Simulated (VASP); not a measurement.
Wanted: the native input for a VASP 6.6.1 run.

| Item | Value |
| --- | --- |
| Task | single point |
| Functional | PBE |
| Potentials or basis | VASP PAW PBE potentials, release 64 (Ba_sv, Ti_sv, O_h) |
| Cutoff | 1340 eV |
| k mesh | 6 × 6 × 6 |
| Occupations | gaussian, width 0.05 eV |
| Spin | no spin polarisation |
| Dipole correction | no |
| Further INCAR settings | ALGO = Normal; EDIFF = 1e-06; NBANDS = 28 |

The structure of BaTiO3 lies in POSCAR:

```
BaTiO3
1.0
    2.7342325099      1.6529946342      2.3563003940
   -2.7342325099      1.6529946342      2.3563003940
    0.0000000000     -3.3059892684      2.3563003940
Ba Ti O
1 1 3
Direct
    0.0049545205      0.0049545205      0.0049545205
    0.5191875227      0.5191875227      0.5191875227
    0.4883938465      0.4883938465      0.9777702638
    0.4883938465      0.9777702638      0.4883938465
    0.9777702638      0.4883938465      0.4883938465
```

This cell differs from its parent crystal: strain -0.0450 x Voigt [1, 0, 0, 0, 0, 0].

One way to write it, as run:

INCAR

```
SYSTEM = BaTiO3
ALGO = Normal
EDIFF = 1E-6
ENCUT = 1340
GGA = PE
GGA_COMPAT = .FALSE.
ISIF = 2
ISMEAR = 0
LASPH = .TRUE.
LCHARG = .FALSE.
LREAL = .FALSE.
LWAVE = .FALSE.
NBANDS = 28
NELM = 120
PREC = Accurate
SIGMA = 0.05
```

KPOINTS

```
k-points
0
G
  6 6 6
  0 0 0
```

Potentials or basis: VASP PAW PBE potentials, release 64 (Ba_sv, Ti_sv, O_h).

Launch:

```console
$ cat potpaw_PBE.64/Ba_sv/POTCAR potpaw_PBE.64/Ti_sv/POTCAR potpaw_PBE.64/O_h/POTCAR > POTCAR
$ mpirun -np 1 vasp_std > vasp.out
```

Results of the run:

The pressure is 10.0 GPa. The largest force is 0.672 eV/Å. The band gap on the k mesh is 2.62 eV (least direct gap 3.01 eV).

Caveat: the cell differs from its parent crystal (strain -0.0450 x Voigt [1, 0, 0, 0, 0, 0]); the stress differs along the axes, from 6 to 18 GPa; spin-orbit coupling is left out, which moves the levels of the heavy elements.

Run time: 6.5 min on 1 thread of Intel(R) Xeon(R) Platinum 8259CL CPU @ 2.50GHz (Skylake/Cascade Lake) (shared host), peak memory 0.67 GiB.
